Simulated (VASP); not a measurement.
Here is a VASP 6.6.1 calculation.

Contents of INCAR:

```
PREC = Accurate
ENCUT = 600
EDIFF = 1E-7
ISMEAR = -1
SIGMA = 0.02
LREAL = False
LASPH = True
NELM = 100
ALGO = Normal
ISIF = 3
LWAVE = False
LCHARG = False
GGA = PS
IBRION = 2
NSW = 80
EDIFFG = -0.005
```

File KPOINTS:

```
Automatic mesh
0
Gamma
  8 8 8
```

The input POSCAR:

```
KF
1.0
    0.0000000000      2.7093664331      2.7093664331
    2.7093664331      0.0000000000      2.7093664331
    2.7093664331      2.7093664331      0.0000000000
K F
1 1
Direct
    0.0000000000      0.0000000000      0.0000000000
    0.5000000000      0.5000000000      0.5000000000
```

Potentials or basis: VASP PAW PBE potentials, release 64 (K_sv, F).

Run with:

```sh
$ cat potpaw_PBE.64/K_sv/POTCAR potpaw_PBE.64/F/POTCAR > POTCAR
$ mpirun -np 1 vasp_std > vasp.out
```

**Question.** Predict the space group after relaxing (to 0.05 Å).

**Answer.** Fm-3m (No. 225).

**Question.** What does it give for the relaxed volume?

**Answer.** 18.68 Å³/atom.

**Question.** Predict the relaxed cell.

**Answer.** a = 3.753 Å, b = 3.753 Å, c = 3.753 Å, α = 60.00°, β = 60.00°, γ = 60.00°.

**Question.** What does it give for the band gap on the k mesh?

**Answer.** 6.14 eV, direct.

Final structure:
```
K F
1.0
     0.00000    2.65354    2.65354
     2.65354    0.00000    2.65354
     2.65354    2.65354    0.00000
K F
1 1
Direct
  0.00000 0.00000 0.00000
  0.50000 0.50000 0.50000
```

Caveat: the PAW data sets were made with another functional, which shifts forces and pressure a little. A k mesh can miss the band edges.
